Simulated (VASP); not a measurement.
Te2Mo, a slab with vacuum:

```xyz
3
Lattice="3.5602 0.0000 0.0000 -1.7801 3.0833 0.0000 0.0000 0.0000 17.5241" Properties=species:S:1:pos:R:3 pbc="T T T"
Te    0.0000    2.0555    1.7900
Te    0.0000    2.0555   15.7341
Mo    0.0000    0.0000    0.0000
```

Program: VASP 6.6.1. Alike in all runs: task single point; no spin polarisation; cell as given; cutoff (eV) 520. Hardware: 1 thread of Intel(R) Xeon(R) Platinum 8488C (Sapphire Rapids) (shared host).

Q: Order these runs on this cell by their wall time, lowest first.
A. level r2SCAN; potentials or basis VASP PAW PBE potentials, release 64 (Te, Mo_sv); k mesh 12 × 12 × 2; smearing gaussian 0.01 eV
B. level PBEsol; potentials or basis VASP PAW PBE potentials, release 64 (Te, Mo_sv); k mesh 9 × 9 × 2; smearing fermi-dirac 0.05 eV
C. level LDA; potentials or basis VASP PAW LDA potentials, release 64 (Te, Mo_sv); k mesh 12 × 12 × 2; smearing gaussian 0.01 eV

A: B (95 s), C (190 s), A (570 s).
